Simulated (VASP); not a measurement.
Here is a VASP 6.6.1 calculation.

The input INCAR:

```
  PREC = Accurate
  ENCUT = 520
  EDIFF = 1E-8
  ISMEAR = -1
  SIGMA = 0.03
  LREAL = False
  LASPH = True
  NELM = 120
  ALGO = Normal
  ISIF = 2
  LWAVE = False
  LCHARG = False
  LEFG = True
  NBANDS = 24
  GGA_COMPAT = False
```

KPOINTS

```
regular mesh
0
Gamma
  9 9 5
```

POSCAR

```
TaN
1.0
    3.0500010905      0.0000000000      0.0000000000
   -1.5250005453      2.6413784260      0.0000000000
    0.0000000000      0.0000000000      4.9400000000
Ta N
2 2
Direct
    0.3333333333      0.6666666667      0.0000000000
    0.6666666667      0.3333333333      0.5000000000
    0.3333333333      0.6666666667      0.3850000000
    0.6666666667      0.3333333333      0.8850000000
```

Potentials or basis: VASP PAW LDA potentials, release 64 (Ta_pv, N).

Command:

```console
$ cat potpaw_LDA.64/Ta_pv/POTCAR potpaw_LDA.64/N/POTCAR > POTCAR
$ mpirun -np 1 vasp_std > vasp.out
```

Question: Estimate the band gap on the k mesh.

Answer: Zero (band 16 reaches 10.17 eV, above the bottom of band 17 at 7.98 eV).

Question: Estimate the pressure.

Answer: 122.4 GPa.

Question: Estimate the largest force.

Answer: 2.239 eV/Å.

Stress tensor (GPa, compression positive):
```
130.87   0.00   0.00
  0.00 130.87   0.00
  0.00   0.00 105.34
```

Caveat: without QUAD_EFG the Cq values of the log hold for a quadrupole moment of 1 mb, not for the nuclei; spin-orbit coupling is left out, which moves the levels of the heavy elements; forces of over 1 eV/Å act on the atoms, so gaps and moduli don't describe the material at rest.
